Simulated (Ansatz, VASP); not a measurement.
## ZnSe in VASP and in Ansatz

Contents of POSCAR:

```
ZnSe
1.0
    0.0000000000      2.7751138179      2.7751138179
    2.7751138179      0.0000000000      2.7751138179
    2.7751138179      2.7751138179      0.0000000000
Zn Se
1 1
Direct
    0.0000000000      0.0000000000      0.0000000000
    0.2500000000      0.2500000000      0.2500000000
```

The input INCAR.step1:

```
  PREC = Accurate
  ENCUT = 520
  ISMEAR = 0
  SIGMA = 0.02
  LREAL = F
  LASPH = T
  NELM = 100
  NBANDS = 16
  GGA = PE
  ALGO = Normal
  EDIFF = 1E-4
  LWAVE = T
  LCHARG = F
```

INCAR.step2

```
  PREC = Accurate
  ENCUT = 520
  EDIFF = 1E-7
  ISMEAR = 0
  SIGMA = 0.02
  LREAL = F
  LASPH = T
  NELM = 100
  ALGO = Normal
  ISIF = 2
  LWAVE = F
  LCHARG = T
  METAGGA = R2SCAN
  LMIXTAU = T
  LELF = T
  LVHAR = T
  NBANDS = 16
  ISTART = 1
```

Contents of KPOINTS:

```
regular mesh
0
Gamma
  8 8 8
```

Input for Ansatz:

```yaml
crystal:
  lattice:
    - [0.0, 2.7751138187, 2.7751138187]
    - [2.7751138187, 0.0, 2.7751138187]
    - [2.7751138187, 2.7751138187, 0.0]
  atoms:
    - { symbol: Zn, position: [0.0, 0.0, 0.0] }
    - { symbol: Se, position: [0.25, 0.25, 0.25] }
basis:
  ecutwfc: 500
kpoints:
  mp_grid: { grid: [8, 8, 8] }
hamiltonian:
  xc: r2scan
scf:
  occupations: { method: gaussian, width: 0.02 }
output:
  forces: true
  stress: true
  eigenvalues: true
```

Alike in both runs: task single point; functional r2SCAN; k mesh 8 × 8 × 8; occupations gaussian, width 0.02 eV; no spin polarisation.

|  | VASP | Ansatz |
| --- | --- | --- |
| version | VASP 6.6.1 | Ansatz 0.2.0 |
| potentials or method | VASP PAW PBE potentials, release 64 (Zn, Se), cutoff 520 eV | scalar-relativistic, plane waves, PAW |
| valence electrons in the cell | 18 | 28 |

|  | VASP | Ansatz | Ansatz less VASP |
| --- | --- | --- | --- |
| gap on the k mesh at the Fermi level (eV) | 2.15 | 2.14 | -0.009 |
| least direct gap on the mesh (eV) | 2.15 | 2.14 | -0.009 |
| pressure (GPa) | 4.8 | 4.6 | -0.14 |

VASP's potentials were made for PBE, not for r2SCAN. VASP's potentials hold 18 valence electrons a cell and Ansatz's 28, so a difference there can come from the potentials and not from the codes.
